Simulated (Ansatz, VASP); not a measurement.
**AlN: VASP beside Ansatz**

The input POSCAR:

```
AlN
1.0
    0.0000000000      2.2127336128      2.2127336128
    2.2127336128      0.0000000000      2.2127336128
    2.2127336128      2.2127336128      0.0000000000
Al N
1 1
Direct
    0.0000000000      0.0000000000      0.0000000000
    0.2500000000      0.2500000000      0.2500000000
```

Contents of INCAR.step1:

```
ALGO = Normal ; EDIFF = 1E-4
ENCUT = 520 ; GGA = PE
ISMEAR = -1 ; LASPH = True
LCHARG = False ; LREAL = False
LWAVE = True ; NBANDS = 11
NELM = 60 ; PREC = Accurate
SIGMA = 0.05
```

INCAR.step2

```
ALGO = Normal ; EDIFF = 1E-6
ENCUT = 520 ; ISIF = 2
ISMEAR = -1 ; ISTART = 1
IVDW = 12 ; LASPH = True
LCHARG = False ; LMIXTAU = True
LREAL = False ; LWAVE = False
METAGGA = R2SCAN ; NBANDS = 11
NELM = 60 ; PREC = Accurate
SIGMA = 0.05 ; VDW_A1 = 0.49484001
VDW_A2 = 5.73083694 ; VDW_S6 = 1.0
VDW_S8 = 0.78981345
```

KPOINTS

```
k-points
0
Gamma
  10 10 10
```

Contents of input.yaml:

```yaml
crystal:
  lattice:
    - [0.0, 2.2127336128, 2.2127336128]
    - [2.2127336128, 0.0, 2.2127336128]
    - [2.2127336128, 2.2127336128, 0.0]
  atoms:
    - { symbol: Al, position: [0.0, 0.0, 0.0] }
    - { symbol: "N", position: [0.25, 0.25, 0.25] }
hamiltonian:
  xc: r2scan
  pseudopotentials: { kind: paw }
  dispersion: d3bj
kpoints:
  mp_grid: { grid: [10, 10, 10] }
scf:
  occupations: { method: fermi_dirac, width: 0.05 }
output:
  forces: true
  stress: true
  eigenvalues: true
```

Alike in both runs: task single point; functional r2SCAN; dispersion D3(BJ); k mesh 10 × 10 × 10; occupations fermi-dirac, width 0.05 eV; no spin polarisation.

|  | VASP | Ansatz |
| --- | --- | --- |
| version | VASP 6.6.1 | Ansatz 0.2.0 |
| potentials or method | VASP PAW PBE potentials, release 64 (Al, N) | Ansatz PAW |
| plane-wave cutoff (eV) | 520 | 500 |
| valence electrons in the cell | 8 | 8 |

|  | VASP | Ansatz | Ansatz less VASP |
| --- | --- | --- | --- |
| gap on the k mesh at the Fermi level (eV) | 3.90 | 3.91 | +0.006 |
| least direct gap on the mesh (eV) | 4.53 | 4.49 | -0.037 |
| pressure (GPa) | -9.7 | -9.3 | +0.40 |

VASP's potentials were made for PBE, not for r2SCAN.
